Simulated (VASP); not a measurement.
# CdI2 in VASP: a series of runs

The runs below take CdI2 through single point, with PBE+D3(BJ).

Program: VASP 6.6.1. These are calculated values, not measurements. Logs are shortened: lines on timing, memory, paths and dates and some standing lists are left out, and cuts for length are marked.

### Step 1. The cell of the first run

The cell holds a sheet with vacuum, 6 atoms: a = 4.242 Å, b = 4.242 Å, c = 43.946 Å, α = 90.00°, β = 90.00°, γ = 120.00°.

### Step 2. Single point, PBE+D3(BJ)

INCAR reads:

```
SYSTEM = CdI2
PREC = Accurate ; ENCUT = 400
EDIFF = 1E-6 ; ISMEAR = 0
SIGMA = 0.02 ; LREAL = .False.
LASPH = .True. ; NELM = 120
ALGO = Normal ; ISIF = 2
LWAVE = .False. ; LCHARG = .False.
LDIPOL = .True. ; IDIPOL = 3
DIPOL = 0.5 0.5 0.284 ; GGA = PE
IVDW = 12 ; NBANDS = 35
GGA_COMPAT = .False. ; NELMDL = -8
```

KPOINTS reads:

```
regular mesh
0
Gamma
  6 6 1
  0 0 0
```

POSCAR reads:

```
CdI2
1.0
    4.2423500833     -0.0000003318      0.0000000000
   -2.1211747543      3.6739831098      0.0000000000
    0.0000000000      0.0000000000     43.9462260000
Cd I
2 4
Direct
    0.0000000000      0.0000000000      0.1977058511
    0.3333333333      0.6666666667      0.3711712124
    0.3333333333      0.6666666667      0.1581851172
    0.6666666667      0.3333333333      0.2371986705
    0.6666666667      0.3333333333      0.3316783930
    0.0000000000      0.0000000000      0.4106919464
```

Potentials or basis: VASP PAW PBE potentials, release 64 (Cd, I).

On the command line:

```sh
> cat potpaw_PBE.64/Cd/POTCAR potpaw_PBE.64/I/POTCAR > POTCAR
> mpirun -np 1 vasp_std > vasp.out
```

OUTCAR:

```text
SYSTEM = CdI2
   PREC = Accurate
   ENCUT = 400
   EDIFF = 1E-6
   ISMEAR = 0
   LREAL = .False.
   LASPH = .True.
   NELM = 120
   ISIF = 2
   GGA = PE
   IVDW = 12
   NELMDL = -8
 IVDW          = 12

 ion  position               nearest neighbor table
   1  0.000  0.000  0.198-   4 3.00   4 3.00   4 3.00   3 3.00   3 3.00   3 3.00
   2  0.333  0.667  0.371-   5 3.00   5 3.00   5 3.00   6 3.00   6 3.00   6 3.00
   3  0.333  0.667  0.158-   1 3.00   1 3.00   1 3.00
   4  0.667  0.333  0.237-   1 3.00   1 3.00   1 3.00
   5  0.667  0.333  0.332-   2 3.00   2 3.00   2 3.00
   6  0.000  0.000  0.411-   2 3.00   2 3.00   2 3.00

  LATTYP: Found a hexagonal cell.
 ALAT       =     4.2423500833
 C/A-ratio  =    10.3589343494

  Lattice vectors:

 A1 = (   4.2423500833,  -0.0000003318,   0.0000000000)
 A2 = (  -2.1211747543,   3.6739831098,   0.0000000000)
 A3 = (   0.0000000000,   0.0000000000,  43.9462260000)

Analysis of symmetry for initial positions (statically):
=====================================================================
 Subroutine PRICEL returns:
 Original cell was already a primitive cell.

 Routine SETGRP: Setting up the symmetry group for a
 hexagonal supercell.

 Subroutine GETGRP returns: Found 12 space group operations
 (whereof  6 operations were pure point group operations)
 out of a pool of 24 trial point group operations.

The static configuration has the point symmetry C_3v.
 The point group associated with its full space group is D_3d.

Analysis of symmetry for dynamics (positions and initial velocities):
=====================================================================
 Subroutine PRICEL returns:
 Original cell was already a primitive cell.

 Routine SETGRP: Setting up the symmetry group for a
 hexagonal supercell.

 Subroutine GETGRP returns: Found 12 space group operations
 (whereof  6 operations were pure point group operations)
 out of a pool of 24 trial point group operations.

The dynamic configuration has the point symmetry C_3v.
 The point group associated with its full space group is D_3d.

 Subroutine INISYM returns: Found 12 space group operations
 (whereof  6 operations are pure point group operations),
 and found     1 'primitive' translations

----------------------------------------------------------------------------------------

                                     Primitive cell

  volume of cell :     684.9600

  direct lattice vectors                    reciprocal lattice vectors
     4.242350083 -0.000000332  0.000000000     0.235718417  0.136092067  0.000000000
    -2.121174754  3.673983110  0.000000000     0.000000021  0.272184170  0.000000000
     0.000000000  0.000000000 43.946226000     0.000000000  0.000000000  0.022755083

  length of vectors
     4.242350083  4.242350083 43.946226000     0.272184170  0.272184170  0.022755083

  position of ions in fractional coordinates (direct lattice)
     0.000000000  0.000000000  0.197705851
     0.333333333  0.666666667  0.371171212
     0.333333333  0.666666667  0.158185117
     0.666666667  0.333333333  0.237198670
     0.666666667  0.333333333  0.331678393
     0.000000000  0.000000000  0.410691946

  ion indices of the primitive-cell ions
   primitive index   ion index
                 1           1
                 2           2
                 3           3
                 4           4
                 5           5
                 6           6

----------------------------------------------------------------------------------------

 KPOINTS: regular mesh

Automatic generation of k-mesh.
 Grid dimensions read from file:
 generate k-points for:    6    6    1

 Generating k-lattice:

  Cartesian coordinates                     Fractional coordinates (reciprocal lattice)
     0.039286403  0.022682011  0.000000000     0.166666667 -0.000000000  0.000000000
     0.000000004  0.045364028  0.000000000     0.000000000  0.166666667  0.000000000
     0.000000000  0.000000000  0.022755083     0.000000000  0.000000000  1.000000000

  Length of vectors
     0.045364028  0.045364028  0.022755083

  Shift w.r.t. Gamma in fractional coordinates (k-lattice)
     0.000000000  0.000000000  0.000000000

 Subroutine IBZKPT returns following result:
 ===========================================

 Found      7 irreducible k-points:

 Following reciprocal coordinates:
            Coordinates               Weight
  0.000000  0.000000  0.000000      1.000000
  0.166667  0.000000  0.000000      6.000000
  0.333333  0.000000  0.000000      6.000000
  0.500000  0.000000  0.000000      3.000000
  0.166667  0.166667  0.000000      6.000000
  0.333333  0.166667  0.000000     12.000000
  0.333333  0.333333  0.000000      2.000000
   k-points           NKPTS =      7   k-points in BZ     NKDIM =      7   number of bands    NBANDS=     35
   number of dos      NEDOS =    301   number of ions     NIONS =      6
   total plane-waves  NPLWV = 225792
   dimension x,y,z NGX =    28 NGY =   28 NGZ =  288
   dimension x,y,z NGXF=    56 NGYF=   56 NGZF=  576
   ions per type =               2   4
   NGX,Y,Z   is equivalent  to a cutoff of  10.97, 10.97, 10.89 a.u.
   NGXF,Y,Z  is equivalent  to a cutoff of  21.94, 21.94, 21.79 a.u.
 SYSTEM =  CdI2
   PREC   = accura    normal or accurate (medium, high low for compatibility)
   ISTART =      0    job   : 0-new  1-cont  2-samecut
   ICHARG =      2    charge: 1-file 2-atom 10-const
   ISPIN  =      1    spin polarized calculation?
   LNONCOLLINEAR =      F non collinear calculations
   LSORBIT =      F    spin-orbit coupling
   LASPH  =      T    aspherical Exc in radial PAW
   ENCUT  =  400.0 eV  29.40 Ry    5.42 a.u.   6.92  6.92 71.67*2*pi/ulx,y,z
   NELM   =    120;   NELMIN=  2; NELMDL= -8     # of ELM steps
   EDIFF  = 0.1E-05   stopping-criterion for ELM
   LREAL  =      F    real-space projection
   EDIFFG = 0.1E-04   stopping-criterion for IOM
   NSW    =      0    number of steps for IOM
   IBRION =     -1    ionic relax: 0-MD 1-quasi-New 2-CG
   NFREE  =      0    steps in history (QN), initial steepest desc. (CG)
   ISIF   =      2    stress and relaxation
   ISYM   =      2    0-nonsym 1-usesym 2-fastsym
   POTIM  = 0.5000    time-step for ionic-motion
   TEBEG  =    0.0;   TEEND  =   0.0 temperature during run
   PSTRESS=    0.0 pullay stress
   NELECT =      52.0000    total number of electrons
   NUPDOWN=      -1.0000    fix difference up-down
   EMIN   =  10.00;   EMAX   =-10.00  energy-range for DOS
   EFERMI =   0.00;   METHOD = LEGACY
   ISMEAR =     0;   SIGMA  =   0.02  broadening in eV -4-tet -1-fermi 0-gaus
   EFERMI_NEDOS =   21; number of points for ismear=-14 and -15
   IALGO  =     38    algorithm
   IMIX   =      4    mixing-type and parameters
     AMIX     =   0.40;   BMIX     =  1.00
     AMIX_MAG =   1.60;   BMIX_MAG =  1.00
  volume/ion in A,a.u.               =     114.16       770.39
  Fermi-wavevector in a.u.,A,eV,Ry     =   0.693193  1.309945  6.537825  0.480517
  Thomas-Fermi vector in A             =   1.775338
   LORBIT       =      0    0 simple, 1 ext, 2 COOP (PROOUT), +10 PAW based schemes
   GGA     = PE    functional components
   LHFCALC =     F    Hartree Fock is set to
   AEXX    =    0.0000 exact exchange contribution
   IVDW    =    12    specifies the selected vdW correction
   LEPSILON=     F    determine dielectric tensor
   LRPA    =     F    only Hartree local field effects (RPA)
 non-spin polarized calculation
 Gauss-broadening in eV      SIGMA  =   0.02
  energy-cutoff  :      400.00
  volume of cell :      684.96
 maximum number of plane-waves:     12486
 NGX is ok and might be reduce to    28
   NGX = 13   NGY = 13   NGZ =143

 dipolmoment           0.000000      0.000000      0.000002 electrons x Angstroem

 number of electron      52.0000008 magnetization

 dipolmoment           0.000000      0.000000     -0.000004 electrons x Angstroem

 Free energy of the ion-electron system (eV)
  ---------------------------------------------------
  ext. energy  EPLUGINS =         0.00000000
  ---------------------------------------------------
  free energy    TOTEN  =       -11.02781239 eV

  energy without entropy =      -11.02781239  energy(sigma->0) =      -11.02781239

 E-fermi :  -3.5552     XC(G=0):  -2.9523

 val. band max:       -3.6889098423   @ k =   0.0000   0.0000   0.0000
 cond. band min:      -1.3183157882   @ k =   0.5000   0.0000   0.0000
 fundamental gap:      2.3705940541
 Fermi energy:        -3.5551958454

 k-point     1 :       0.0000    0.0000    0.0000
  band No.  band energies     occupation
      1     -15.6612      2.00000
      2     -15.6252      2.00000
      3     -15.1813      2.00000
      4     -15.1377      2.00000
      5     -11.2389      2.00000
      6     -11.2389      2.00000
[... 27 lines left out ...]
     34       2.6221      0.00000
     35       2.7989      0.00000

 k-point     2 :       0.1667    0.0000    0.0000
  band No.  band energies     occupation
      1     -15.5366      2.00000
      2     -15.5000      2.00000
      3     -15.1450      2.00000
      4     -15.1037      2.00000
      5     -11.2208      2.00000
      6     -11.2206      2.00000
[... 27 lines left out ...]
     34       2.7919      0.00000
     35       2.9160      0.00000

 k-point     3 :       0.3333    0.0000    0.0000
  band No.  band energies     occupation
      1     -15.2614      2.00000
      2     -15.2226      2.00000
      3     -15.0726      2.00000
      4     -15.0373      2.00000
      5     -11.2030      2.00000
      6     -11.2029      2.00000
[... 27 lines left out ...]
     34       3.1903      0.00000
     35       3.3020      0.00000

 k-point     4 :       0.5000    0.0000    0.0000
  band No.  band energies     occupation
      1     -15.1085      2.00000
      2     -15.0637      2.00000
      3     -15.0354      2.00000
      4     -15.0079      2.00000
      5     -11.2030      2.00000
      6     -11.2028      2.00000
[... 27 lines left out ...]
     34       2.9400      0.00000
     35       3.1150      0.00000

 k-point     5 :       0.1667    0.1667    0.0000
  band No.  band energies     occupation
      1     -15.3348      2.00000
      2     -15.2968      2.00000
      3     -15.0905      2.00000
      4     -15.0534      2.00000
      5     -11.1977      2.00000
      6     -11.1970      2.00000
[... 27 lines left out ...]
     34       2.9667      0.00000
     35       3.3336      0.00000

 k-point     6 :       0.3333    0.1667    0.0000
  band No.  band energies     occupation
      1     -15.1144      2.00000
      2     -15.0704      2.00000
      3     -15.0328      2.00000
      4     -15.0046      2.00000
      5     -11.1655      2.00000
      6     -11.1638      2.00000
[... 27 lines left out ...]
     34       3.0654      0.00000
     35       3.2750      0.00000

 k-point     7 :       0.3333    0.3333    0.0000
  band No.  band energies     occupation
      1     -15.0521      2.00000
      2     -14.9997      2.00000
      3     -14.9996      2.00000
      4     -14.9809      2.00000
      5     -11.0836      2.00000
      6     -11.0831      2.00000
[... 27 lines left out ...]
     34       3.8634      0.00000
     35       4.1698      0.00000

------------------------ aborting loop because EDIFF is reached ----------------------------------------

 vacuum level on the upper side and lower side of the slab       (xc-potential included)        -0.005        -0.005

 Edisp (eV)   -1.64291

 E8    (eV) :    -0.7581

  FORCE on cell =-STRESS in cart. coord.  units (eV):
  Direction    XX          YY          ZZ          XY          YZ          ZX
  --------------------------------------------------------------------------------------
  -------------------------------------------------------------------------------------
  Total      -0.19101    -0.19101    -0.15994    -0.00000     0.00000    -0.00000
  in kB      -0.44679    -0.44679    -0.37412    -0.00000     0.00000    -0.00000
  external pressure =       -0.42 kB  Pullay stress =        0.00 kB

 VOLUME and BASIS-vectors are now :
 -----------------------------------------------------------------------------
  energy-cutoff  :      400.00
  volume of cell :      684.96
      direct lattice vectors                 reciprocal lattice vectors
     4.242350083 -0.000000332  0.000000000     0.235718417  0.136092067  0.000000000
    -2.121174754  3.673983110  0.000000000     0.000000021  0.272184170  0.000000000
     0.000000000  0.000000000 43.946226000     0.000000000  0.000000000  0.022755083

 POSITION                                       TOTAL-FORCE (eV/Angst)
 -----------------------------------------------------------------------------------
      0.00000      0.00000      8.68843        -0.000000      0.000000      0.002869
      0.00000      2.44932     16.31157         0.000000      0.000000     -0.002869
      0.00000      2.44932      6.95164        -0.000000     -0.000000     -0.022436
      2.12118      1.22466     10.42399        -0.000000     -0.000000      0.026718
      2.12118      1.22466     14.57601         0.000000      0.000000     -0.026718
      0.00000      0.00000     18.04836         0.000000     -0.000000      0.022436
 -----------------------------------------------------------------------------------
    total drift:                                0.000000      0.000000     -0.000531

  FREE ENERGIE OF THE ION-ELECTRON SYSTEM (eV)
  ---------------------------------------------------
  free  energy   TOTEN  =       -12.6707176670 eV

  energy  without entropy=      -12.6707176670  energy(sigma->0) =      -12.67071767

 vacuum level on the upper side and lower side of the slab         2.575         2.575
```

It took 6.3 min on 1 thread of Intel Xeon 8259CL, shared host; peak memory 0.51 GiB.

What came out:

- Free energy: -12.6707 eV
- Largest force: 0.027 eV/Å
- Band gap on the k mesh: 2.37 eV (least direct gap 2.59 eV)
- Dispersion energy per atom: -0.274 eV

Forces on the atoms (eV/Å):
```
Cd   0.000  0.000  0.003
Cd   0.000  0.000 -0.003
I    0.000  0.000 -0.022
I    0.000  0.000  0.027
I    0.000  0.000 -0.027
I    0.000  0.000  0.022
```

Caveat: spin-orbit coupling is left out, which moves the levels of the heavy elements.

### Step 3. Single point, PBE+D3(BJ)

This run uses another cell than the first one.

INCAR reads:

```
SYSTEM = CdI2
  PREC = Accurate
  ENCUT = 400
  EDIFF = 1E-6
  ISMEAR = 0
  SIGMA = 0.02
  LREAL = .FALSE.
  LASPH = .TRUE.
  NELM = 120
  ALGO = Normal
  ISIF = 2
  LWAVE = .FALSE.
  LCHARG = .FALSE.
  LDIPOL = .TRUE.
  IDIPOL = 3
  DIPOL = 0.5 0.5 0.272
  GGA = PE
  IVDW = 12
  NBANDS = 35
  GGA_COMPAT = .FALSE.
  NELMDL = -8
```

KPOINTS reads:

```
Automatic mesh
0
G
  6 6 1
  0 0 0
```

POSCAR reads:

```
CdI2
1.0
    4.2380649262     -0.0000003315      0.0000000000
   -2.1190321761      3.6702720548      0.0000000000
    0.0000000000      0.0000000000     45.9934443651
Cd I
2 4
Direct
    0.0000000000      0.0000000000      0.1891632751
    0.3333333333      0.6666666667      0.3543924500
    0.3333333333      0.6666666667      0.1513469493
    0.6666666667      0.3333333333      0.2269382260
    0.6666666667      0.3333333333      0.3166174990
    0.0000000000      0.0000000000      0.3922087758
```

Potentials or basis: VASP PAW PBE potentials, release 64 (Cd, I).

On the command line:

```sh
> cat potpaw_PBE.64/Cd/POTCAR potpaw_PBE.64/I/POTCAR > POTCAR
> mpirun -np 1 vasp_std > vasp.out
```

Run time: 5.4 min. Hardware: 1 thread of Intel Xeon 8259CL, shared host; peak memory 0.54 GiB.

Results (log left out):

| Quantity | Value |
| --- | --- |
| Free energy | -12.6708 eV |
| Largest force | 0.020 eV/Å |
| Band gap on the k mesh | 2.36 eV (least direct gap 2.58 eV) |
| Dispersion energy per atom | -0.275 eV |

Forces on the atoms (eV/Å):
```
Cd   0.000  0.000  0.000
Cd   0.000  0.000  0.000
I    0.000  0.000 -0.020
I    0.000  0.000  0.020
I    0.000  0.000 -0.020
I    0.000  0.000  0.020
```

Levels at points of the mesh, in eV from the valence-band top:
| k point | band 24 | band 25 | band 26 | band 27 | band 28 | band 29 |
| --- | --- | --- | --- | --- | --- | --- |
| (0.00, 0.00, 0.00) | -0.04 | 0.00 | 0.00 | 2.70 | 3.11 | 4.49 |
| (0.50, 0.00, 0.00) | -0.34 | -0.28 | -0.22 | 2.36 | 2.46 | 4.96 |

Caveat: spin-orbit coupling is left out, which moves the levels of the heavy elements.
